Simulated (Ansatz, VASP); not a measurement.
TlZnBr3 in VASP and in Ansatz

File POSCAR:

```
TlZnBr3
1.0
    5.2004326836      0.0000000000      0.0000000000
    0.0000000000      5.2004326836      0.0000000000
    0.0000000000      0.0000000000      5.2004326836
Tl Zn Br
1 1 3
Direct
    0.0000000000      0.0000000000      0.0000000000
    0.5000000000      0.5000000000      0.5000000000
    0.5000000000      0.5000000000      0.0000000000
    0.5000000000      0.0000000000      0.5000000000
    0.0000000000      0.5000000000      0.5000000000
```

Contents of INCAR.step1:

```
SYSTEM = TlZnBr3
PREC = Accurate
ENCUT = 520
ISMEAR = 0
SIGMA = 0.01
LREAL = .FALSE.
LASPH = .TRUE.
NELM = 100
NBANDS = 31
GGA = PE
ALGO = Normal
EDIFF = 1E-4
LWAVE = .TRUE.
LCHARG = .FALSE.
```

Contents of INCAR.step2:

```
SYSTEM = TlZnBr3
PREC = Accurate
ENCUT = 520
EDIFF = 1E-7
ISMEAR = 0
SIGMA = 0.01
LREAL = .FALSE.
LASPH = .TRUE.
NELM = 100
ALGO = Normal
ISIF = 2
LWAVE = .FALSE.
LCHARG = .FALSE.
METAGGA = R2SCAN
LMIXTAU = .TRUE.
NBANDS = 31
ISTART = 1
```

The input KPOINTS:

```
Automatic mesh
0
G
  4 4 4
  0 0 0
```

Input for Ansatz:

```yaml
crystal:
  lattice:
    - [5.2004326836, 0.0, 0.0]
    - [0.0, 5.2004326836, 0.0]
    - [0.0, 0.0, 5.2004326836]
  atoms:
    - { symbol: Tl, position: [0.0, 0.0, 0.0] }
    - { symbol: Zn, position: [0.5, 0.5, 0.5] }
    - { symbol: Br, position: [0.5, 0.5, 0.0] }
    - { symbol: Br, position: [0.5, 0.0, 0.5] }
    - { symbol: Br, position: [0.0, 0.5, 0.5] }
kpoints:
  mp_grid: { grid: [4, 4, 4] }
hamiltonian:
  xc: r2scan
scf:
  occupations: { method: fixed }
  n_extra_bands: 5
output:
  forces: true
  stress: true
  eigenvalues: true
```

Alike in both runs: task single point; functional r2SCAN; k mesh 4 × 4 × 4; no spin polarisation.

|  | VASP | Ansatz |
| --- | --- | --- |
| version | VASP 6.6.1 | Ansatz 0.2.0 |
| potentials or method | VASP PAW PBE potentials, release 64 (Tl_d, Zn, Br) | plane waves, PAW |
| plane-wave cutoff (eV) | 520 | 500 |
| occupations | gaussian, width 0.01 eV | fixed |
| valence electrons in the cell | 46 | 46 |

|  | VASP | Ansatz | Ansatz less VASP |
| --- | --- | --- | --- |
| gap on the k mesh at the Fermi level (eV) | 0.87 | 0.88 | +0.008 |
| pressure (GPa) | 0.0 | 0.0 | 0.00 |

VASP's potentials were made for PBE, not for r2SCAN.

Neither program's run includes spin-orbit coupling.
